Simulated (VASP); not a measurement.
Runs of VASP 6.6.1 on Mg3Te2O. The structure is that of space group P6/mmm (No. 191), or close to it. The cells are those of the table. The cell was built from a structure type or drawn by symmetry, and may not be a known phase.

```tsv
task	cell	k mesh	cutoff (eV)	gap on the mesh (eV)	pressure (GPa)	relaxed volume (Å³/atom)
single point	a = 7.176, b = 7.176, c = 3.966 Å, angles 90.0, 90.0, 120.0°, 6 atoms	6 × 6 × 10	520	none	0.0	-
single point	a = 5.816, b = 5.816, c = 4.513 Å, angles 90.0, 90.0, 120.0°, 6 atoms	3 × 3 × 4	520	none	8.4	-
relaxation of cell and atoms	relaxed from a = 5.816, b = 5.816, c = 4.513 Å, angles 90.0, 90.0, 120.0°, 6 atoms	3 × 3 × 4	600	none	0.0	(a)
relaxation of cell and atoms	relaxed from a = 7.180, b = 7.180, c = 3.968 Å, angles 90.0, 90.0, 120.0°, 6 atoms	6 × 6 × 10	600	none	0.0	29.45
single point	a = 7.180, b = 7.180, c = 3.968 Å, angles 90.0, 90.0, 120.0°, 6 atoms	3 × 3 × 4	520	none	0.0	-
```

Alike in all rows: level PBE; potentials or basis VASP PAW PBE potentials, release 64 (Mg, Te, O); no spin polarisation; smearing gaussian 0.1 eV.

Question: Fill in the values left out.

Answer: (a) 29.16.

Caveats: some runs use coarse meshes; semilocal functionals underestimate gaps, so a narrow gap can read as zero; spin-orbit coupling is left out, which moves the levels of the heavy elements; the volume moved by over 15 % at a fixed basis, so the end points are rough (at least some runs).

A k mesh can miss the band edges, and the runs leave out spin-orbit coupling on Te.

A gap of «none» marks levels without a gap at the run's occupations.
